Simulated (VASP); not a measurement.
# SnSe2 (R-3m) in VASP: further runs

Aim: see how the results for SnSe2 move with the level of theory and the settings. Levels: PBE, PBE+D3(BJ), PBE+D4. Tasks: single point.

Everything below comes from runs of VASP 6.6.1. Logs are shortened: lines on timing, memory, paths and dates and some standing lists are left out, and cuts for length are marked.

### 1 The cell of the first run

Symmetry: R-3m, No. 166, trigonal system. Conventional cell: a = 3.825 Å, b = 3.825 Å, c = 19.005 Å, α = 90.00°, β = 90.00°, γ = 120.00°. Within 3.6 Å of Sn (site symmetry -3m) lie 6 Se at 2.71 Å. Within 3.6 Å of Se (site symmetry 3m) lie 3 Sn at 2.71 Å.

### 2 Single point, PBE, non-collinear spin, zero start, spin-orbit coupling

INCAR

```
SYSTEM = SnSe2
PREC     = Accurate       ! precision mode
ENCUT    = 520            ! plane-wave cutoff, eV
EDIFF    = 1E-7           ! SCF threshold, eV
ISMEAR   = -1             ! smearing method
SIGMA    = 0.02           ! smearing width, eV
LREAL    = .False.        ! projectors in reciprocal space
LASPH    = .True.         ! aspherical terms in the spheres
NELM     = 150            ! most SCF steps
ALGO     = Normal         ! electronic algorithm
ISIF     = 2              ! what is computed and relaxed
LWAVE    = .False.        ! write WAVECAR
LCHARG   = .False.        ! write CHGCAR
MAGMOM   = 0 0 0 0 0 0 0 0 0 ! initial moments
LORBIT   = 11             ! projections on sites
LSORBIT  = .True.         ! spin-orbit coupling
GGA_COMPAT= .False.      
LORBMOM  = .True.       
GGA      = PE             ! functional
NBANDS   = 39             ! bands
```

KPOINTS

```
Automatic mesh
0
Gamma
  8 8 8
  0 0 0
```

POSCAR

```
SnSe2
1.0
    1.9122916093      1.1040620754      6.3350940540
   -1.9122916093      1.1040620754      6.3350940540
    0.0000000000     -2.2081241508      6.3350940540
Sn Se
1 2
Direct
    0.0000000000      0.0000000000      0.0000000000
    0.2505568941      0.2505568941      0.2505568941
    0.7494431059      0.7494431059      0.7494431059
```

Potentials or basis: VASP PAW PBE potentials, release 64 (Sn_d, Se).

On the command line:

```bash
cat potpaw_PBE.64/Sn_d/POTCAR potpaw_PBE.64/Se/POTCAR > POTCAR
mpirun -np 1 vasp_ncl > vasp.out
```

OUTCAR:

```text
SYSTEM = SnSe2
   PREC = Accurate
   ENCUT = 520
   EDIFF = 1E-7
   ISMEAR = -1
   LREAL = .False.
   LASPH = .True.
   NELM = 150
   ISIF = 2
   LORBIT = 11
   LSORBIT = .True.
   GGA = PE

 ion  position               nearest neighbor table
   1  0.000  0.000  0.000-   3 2.71   3 2.71   2 2.71   2 2.71   3 2.71   2 2.71
   2  0.251  0.251  0.251-   1 2.71   1 2.71   1 2.71
   3  0.749  0.749  0.749-   1 2.71   1 2.71   1 2.71

  LATTYP: Found a trigonal (rhomboedric) cell.
 ALAT       =     6.7088917817
 COS(alpha) =     0.8375062499

  Lattice vectors:

 A1 = (   1.9122916093,   1.1040620754,   6.3350940540)
 A2 = (  -1.9122916093,   1.1040620754,   6.3350940540)
 A3 = (   0.0000000000,  -2.2081241508,   6.3350940540)

Analysis of symmetry for initial positions (statically):
=====================================================================
 Subroutine PRICEL returns:
 Original cell was already a primitive cell.

 Routine SETGRP: Setting up the symmetry group for a
 trigonal (rhombohedral) supercell.

 Subroutine GETGRP returns: Found 12 space group operations
 (whereof 12 operations were pure point group operations)
 out of a pool of 12 trial point group operations.

The static configuration has the point symmetry D_3d.

Analysis of symmetry for dynamics (positions and initial velocities):
=====================================================================
 Subroutine PRICEL returns:
 Original cell was already a primitive cell.

 Routine SETGRP: Setting up the symmetry group for a
 trigonal (rhombohedral) supercell.

 Subroutine GETGRP returns: Found 12 space group operations
 (whereof 12 operations were pure point group operations)
 out of a pool of 12 trial point group operations.

The dynamic configuration has the point symmetry D_3d.

Analysis of structural, dynamic, and magnetic symmetry:
=====================================================================
 Subroutine PRICEL returns:
 Original cell was already a primitive cell.

 Routine SETGRP: Setting up the symmetry group for a
 trigonal (rhombohedral) supercell.

 Subroutine GETGRP returns: Found 12 space group operations
 (whereof 12 operations were pure point group operations)
 out of a pool of 12 trial point group operations.

The overall configuration has the point symmetry D_3d.

 Subroutine INISYM returns: Found 12 space group operations
[... 1167 lines left out ...]
 -----------------------------------------------------------------------------------
      0.00000      0.00000      0.00000         0.000000     -0.000000     -0.000000
      0.00000      0.00000      4.76190        -0.000000      0.000000     -0.267125
      0.00000      0.00000     14.24338        -0.000000     -0.000000      0.267125
 -----------------------------------------------------------------------------------
    total drift:                                0.000000      0.000000     -0.000000

  FREE ENERGIE OF THE ION-ELECTRON SYSTEM (eV)
  ---------------------------------------------------
  free  energy   TOTEN  =       -11.9000093236 eV

  energy  without entropy=      -11.9000067412  energy(sigma->0) =      -11.90000803

 orbital moment (x)

 # of ion     p       d       tot
 ----------------------------------------
  1         0.000   0.000   0.000
  2        -0.000  -0.000  -0.000
  3         0.000  -0.000  -0.000
 ----------------------------------------
           -0.000  -0.000  -0.000

 orbital moment (y)

 # of ion     p       d       tot
 ----------------------------------------
  1         0.000   0.000   0.000
  2        -0.000   0.000   0.000
  3         0.000   0.000   0.000
 ----------------------------------------
           -0.000   0.000   0.000

 orbital moment (z)

 # of ion     p       d       tot
 ----------------------------------------
  1         0.000   0.000   0.000
  2         0.000  -0.000  -0.000
  3         0.000   0.000   0.000
 ----------------------------------------
            0.000   0.000   0.000

 Spin-Orbit-Coupling matrix elements

 Ion:    1  E_soc:     -0.0903078
 l=   1
     0.0000000    -0.0090419    -0.0090180
    -0.0090419     0.0000000    -0.0090419
    -0.0090180    -0.0090419     0.0000000
 l=   2
     0.0000000    -0.0011951     0.0000000    -0.0011951    -0.0048178
    -0.0011951     0.0000000    -0.0036301    -0.0011937    -0.0011951
     0.0000000    -0.0036301     0.0000000    -0.0036301     0.0000000
    -0.0011951    -0.0011937    -0.0036301     0.0000000    -0.0011951
    -0.0048178    -0.0011951     0.0000000    -0.0011951     0.0000000
 l=   3
     0.0000000     0.0000000     0.0000000     0.0000000     0.0000000     0.0000000     0.0000000
     0.0000000     0.0000000     0.0000000     0.0000000     0.0000000     0.0000000     0.0000000
     0.0000000     0.0000000     0.0000000     0.0000000     0.0000000     0.0000000     0.0000000
     0.0000000     0.0000000     0.0000000     0.0000000     0.0000000     0.0000000     0.0000000
[... 29 lines left out ...]
 l=   2
     0.0000000    -0.0000000     0.0000000    -0.0000000    -0.0000024
    -0.0000000     0.0000000     0.0000022     0.0000042    -0.0000000
     0.0000000     0.0000022     0.0000000     0.0000022     0.0000000
    -0.0000000     0.0000042     0.0000022     0.0000000    -0.0000000
    -0.0000024    -0.0000000     0.0000000    -0.0000000     0.0000000
 l=   3
     0.0000000     0.0000000     0.0000000     0.0000000     0.0000000     0.0000000     0.0000000
     0.0000000     0.0000000     0.0000000     0.0000000     0.0000000     0.0000000     0.0000000
     0.0000000     0.0000000     0.0000000     0.0000000     0.0000000     0.0000000     0.0000000
     0.0000000     0.0000000     0.0000000     0.0000000     0.0000000     0.0000000     0.0000000
     0.0000000     0.0000000     0.0000000     0.0000000     0.0000000     0.0000000     0.0000000
     0.0000000     0.0000000     0.0000000     0.0000000     0.0000000     0.0000000     0.0000000
     0.0000000     0.0000000     0.0000000     0.0000000     0.0000000     0.0000000     0.0000000

 total charge

# of ion       s       p       d       tot
------------------------------------------
    1        1.056   1.024  10.101  12.181
    2        1.484   2.315   0.027   3.826
    3        1.484   2.315   0.027   3.826
--------------------------------------------------
tot          4.024   5.655  10.155  19.834

 magnetization (x)

# of ion       s       p       d       tot
------------------------------------------
    1        0.000  -0.000   0.000   0.000
    2        0.000   0.000  -0.000   0.000
    3        0.000   0.000  -0.000   0.000
--------------------------------------------------
tot          0.000  -0.000  -0.000   0.000

 magnetization (y)

# of ion       s       p       d       tot
------------------------------------------
    1        0.000   0.000   0.000   0.000
    2        0.000   0.000   0.000   0.000
    3        0.000   0.000   0.000   0.000
--------------------------------------------------
tot          0.000   0.000   0.000   0.000

 magnetization (z)

# of ion       s       p       d       tot
------------------------------------------
    1        0.000   0.000   0.000   0.000
    2        0.000   0.000   0.000   0.000
    3        0.000   0.000   0.000   0.000
--------------------------------------------------
tot          0.000   0.000   0.000   0.000
```

OSZICAR:

```text
N       E                     dE             d eps       ncg     rms          rms(c)
DAV:   1     0.253010074503E+03    0.25301E+03   -0.11474E+04  5400   0.152E+03
DAV:   2     0.275967298313E+02   -0.22541E+03   -0.21364E+03  5172   0.451E+02
DAV:   3    -0.101535160104E+02   -0.37750E+02   -0.36620E+02  6089   0.152E+02
DAV:   4    -0.121203777538E+02   -0.19669E+01   -0.19544E+01  6095   0.379E+01
DAV:   5    -0.121692762242E+02   -0.48898E-01   -0.48886E-01  7080   0.627E+00    0.504E+00
DAV:   6    -0.119181730863E+02    0.25110E+00   -0.31260E-01  7409   0.759E+00    0.323E+00
DAV:   7    -0.118995972562E+02    0.18576E-01   -0.15315E-01  6031   0.251E+00    0.122E+00
DAV:   8    -0.118994456601E+02    0.15160E-03   -0.84236E-03  6811   0.874E-01    0.612E-01
DAV:   9    -0.118997816865E+02   -0.33603E-03   -0.13530E-03  6299   0.324E-01    0.161E-01
DAV:  10    -0.118999684901E+02   -0.18680E-03   -0.28106E-04  6607   0.180E-01    0.523E-02
DAV:  11    -0.118999943013E+02   -0.25811E-04   -0.88406E-05  6082   0.613E-02    0.185E-02
DAV:  12    -0.119000089854E+02   -0.14684E-04   -0.23219E-05  5735   0.320E-02    0.693E-03
DAV:  13    -0.119000093243E+02   -0.33890E-06   -0.11393E-06  6421   0.765E-03    0.357E-03
DAV:  14    -0.119000093236E+02    0.69667E-09   -0.36055E-08  4254   0.189E-03
   1 F= -.11900009E+02 E0= -.11900008E+02  d E =-.258240E-05  mag=    -0.0000    -0.0000     0.0000
```

Wall time 17 min (1 thread of Intel Xeon 6975P-C (Granite Rapids), shared host); peak memory 0.97 GiB.

Results:

| Quantity | Value |
| --- | --- |
| Free energy | -11.9000 eV |
| Pressure | 3.0 GPa |
| Largest force | 0.267 eV/Å |
| Net moment | 0.00 μB per cell |
| Valence electrons inside the program's atomic spheres | Sn 12.18; Se 3.83 |

Forces in eV/Å, atoms in the order of the input:
```
Sn   0.000  0.000  0.000
Se   0.000  0.000 -0.267
Se   0.000  0.000  0.267
```

Moments on the atoms (μB; x, y, z):
```
Sn  0.00 0.00 0.00
Se  0.00 0.00 0.00
Se  0.00 0.00 0.00
```

### 3 Single point, PBE+D3(BJ)

This run uses another cell than the first one, of 26.22 Å³/atom.

INCAR

```
SYSTEM = SnSe2
ALGO     = Normal         ! electronic algorithm
EDIFF    = 1E-6           ! SCF threshold, eV
ENCUT    = 520            ! plane-wave cutoff, eV
GGA      = PE             ! functional
ISIF     = 2              ! what is computed and relaxed
ISMEAR   = -1             ! smearing method
IVDW     = 12             ! dispersion correction
LASPH    = .True.         ! aspherical terms in the spheres
LCHARG   = .True.         ! write CHGCAR
LELF     = .True.         ! ELF
LREAL    = .False.        ! projectors in reciprocal space
LVHAR    = .True.       
LWAVE    = .False.        ! write WAVECAR
NBANDS   = 20             ! bands
NELM     = 100            ! most SCF steps
PREC     = Accurate       ! precision mode
SIGMA    = 0.02           ! smearing width, eV
```

KPOINTS

```
k-points
0
Gamma
  8 8 8
  0 0 0
```

POSCAR

```
SnSe2
1.0
    1.9173266257      1.1069690435      6.1777082578
   -1.9173266257      1.1069690435      6.1777082578
    0.0000000000     -2.2139380870      6.1777082578
Sn Se
1 2
Direct
    0.0000000000      0.0000000000      0.0000000000
    0.2474802654      0.2474802654      0.2474802654
    0.7525197346      0.7525197346      0.7525197346
```

Potentials or basis: VASP PAW PBE potentials, release 64 (Sn_d, Se).

On the command line:

```bash
cat potpaw_PBE.64/Sn_d/POTCAR potpaw_PBE.64/Se/POTCAR > POTCAR
mpirun -np 1 vasp_std > vasp.out
```

Run time: 1.7 min. Hardware: 1 thread of Intel Xeon 6975P-C (Granite Rapids), shared host; peak memory 0.4 GiB.

It converged, with:

```
Free energy                : -12.8586 eV
Pressure                   : 0.1 GPa
Largest force              : 0.015 eV/Å
Band gap on the k mesh     : 0.06 eV (least direct gap 0.32 eV)
Dispersion energy per atom : -0.354 eV
```

Forces in eV/Å, atoms in the order of the input:
```
Sn   0.000  0.000  0.000
Se   0.000  0.000 -0.015
Se   0.000  0.000  0.015
```

Levels at points of the mesh, in eV from the valence-band top:
| k point | band 11 | band 12 | band 13 | band 14 | band 15 | band 16 |
| --- | --- | --- | --- | --- | --- | --- |
| (0.00, 0.00, 0.00) | -0.43 | -0.43 | -0.24 | 0.79 | 2.93 | 4.32 |
| (0.50, 0.00, 0.00) | -2.35 | -1.70 | -0.82 | 1.06 | 3.75 | 5.95 |
| (0.50, 0.50, 0.00) | -2.26 | -0.36 | -0.26 | 0.06 | 3.50 | 4.87 |
| (0.50, 0.50, 0.50) | -0.81 | -0.24 | -0.24 | 2.40 | 2.91 | 4.43 |

Caveat: semilocal functionals underestimate gaps, and a narrow one can read as zero; spin-orbit coupling is left out, which moves the levels of the heavy elements. A k mesh can miss the band edges.

### 4 Single point, PBE+D4

This run uses another cell than the first one, of 26.17 Å³/atom.

INCAR

```
PREC = Accurate
ENCUT = 520
EDIFF = 1E-7
ISMEAR = -1
SIGMA = 0.02
LREAL = F
LASPH = T
NELM = 80
ALGO = Normal
ISIF = 2
LWAVE = F
LCHARG = T
GGA = PE
IVDW = 13
LELF = T
LVHAR = T
NBANDS = 20
```

KPOINTS

```
Automatic mesh
0
Gamma
  8 8 8
```

POSCAR

```
SnSe2
1.0
    1.9158291885      1.1061044977      6.1753194201
   -1.9158291885      1.1061044977      6.1753194201
    0.0000000000     -2.2122089954      6.1753194201
Sn Se
1 2
Direct
    0.0000000000      0.0000000000      0.0000000000
    0.2474275630      0.2474275630      0.2474275630
    0.7525724370      0.7525724370      0.7525724370
```

On the command line:

```bash
cat potpaw_PBE.64/Sn_d/POTCAR potpaw_PBE.64/Se/POTCAR > POTCAR
mpirun -np 1 vasp_std > vasp.out
```

Wall time 2.1 min (1 thread of Intel Xeon 6975P-C (Granite Rapids), shared host); peak memory 0.39 GiB.

It converged, with:

```yaml
Free_energy: -12.9646 eV
Pressure: 0.1 GPa
Largest_force: 0.019 eV/Å
Band_gap_on_the_k_mesh: 0.06 eV (least direct gap 0.32 eV)
Dispersion_energy_per_atom: -0.390 eV
```

Forces on the atoms (eV/Å):
```
Sn   0.000  0.000  0.000
Se   0.000  0.000 -0.019
Se   0.000  0.000  0.019
```

Levels at points of the mesh, in eV from the valence-band top:
```csv
k point,band 9,band 10,band 11,band 12,band 13,band 14,band 15,band 16,band 17,band 18
"(0.00, 0.00, 0.00)",-0.62,-0.62,-0.42,-0.42,-0.24,0.79,2.93,4.33,4.33,8.20
"(0.50, 0.00, 0.00)",-4.48,-2.81,-2.35,-1.71,-0.82,1.06,3.75,5.96,6.11,6.39
"(0.50, 0.50, 0.00)",-4.85,-2.56,-2.26,-0.36,-0.26,0.06,3.50,4.86,5.09,5.49
"(0.50, 0.50, 0.50)",-2.27,-0.81,-0.81,-0.23,-0.23,2.41,2.92,4.43,4.43,7.53
```

Caveat: semilocal functionals underestimate gaps, and a narrow one can read as zero; spin-orbit coupling is left out, which moves the levels of the heavy elements.

### 5 Summary

| level | spin | cell | gap on the mesh (eV) | pressure (GPa) | largest force (eV/Å) |
| --- | --- | --- | --- | --- | --- |
| PBE | non-collinear, zero start, SOC | a = 6.709 Å, angles 33.1°, 3 atoms, atomic positions A | - | 3.0 | 0.27 |
| PBE+D3(BJ) | off | a = 6.562 Å, angles 34.0°, 3 atoms, atomic positions B | 0.06 | 0.1 | 0.01 |
| PBE+D4 | off | a = 6.560 Å, angles 34.0°, 3 atoms, atomic positions C | 0.06 | 0.1 | 0.02 |

Alike in all rows: task single point; potentials or basis VASP PAW PBE potentials, release 64 (Sn_d, Se); k mesh 8 × 8 × 8; cutoff (eV) 520; smearing fermi-dirac 0.02 eV.

Caveats: semilocal functionals underestimate gaps, and a narrow one can read as zero (at least some runs); spin-orbit coupling is left out, which moves the levels of the heavy elements (at least some runs).

Total energies depend on the potentials used, so only differences within one code and one set of settings carry meaning.
